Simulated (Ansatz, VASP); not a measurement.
**BAs: VASP beside Ansatz**

```
B As
1.0
     2.12755    0.00000    0.00000
     0.00000    3.17406    0.00000
     0.00000    0.00000    4.95098
B As
1 1
Direct
  0.00000 0.50000 0.00000
  0.50000 0.50000 0.50000
```

Alike in both runs: task relaxation of cell and atoms; functional revPBE; dispersion D4; k mesh 12 × 8 × 6; occupations fermi-dirac, width 0.05 eV; no spin polarisation.

|  | VASP | Ansatz |
| --- | --- | --- |
| version | VASP 6.6.1 | Ansatz 0.2.0 |
| potentials or method | VASP PAW PBE potentials, release 64 (B, As) | Ansatz PAW |
| plane-wave cutoff (eV) | 600 | 420 |
| valence electrons in the cell | 8 | 18 |

Ansatz gave:

- gap on the k mesh at the Fermi level, each at its own relaxed structure (eV): none
- relaxed volume (Å³/atom): 13.96
- relaxed cell length with the largest relative difference (Å): 4.266

Problem. What did VASP give for the same quantities?

Solution. gap on the k mesh at the Fermi level, each at its own relaxed structure (eV): none; relaxed volume (Å³/atom): 12.40; relaxed cell length with the largest relative difference (Å): 3.131.

VASP's potentials were made for PBE, not for revPBE. A gap of «none» marks a metal or a gap that the smearing closes. One of these differences is far larger than is usual between the two programs; its cause wasn't traced. VASP's potentials hold 8 valence electrons a cell and Ansatz's 18, so a difference there can come from the potentials and not from the codes.

Noted on VASP's run: the volume moved by over 15 % at a fixed basis, so the end points are rough. Noted on Ansatz's run: the volume moved by over 15 % at a fixed basis, so the end points are rough; the plane-wave basis is chosen anew once the cell has moved, so the energies of steps on either side of that aren't comparable.
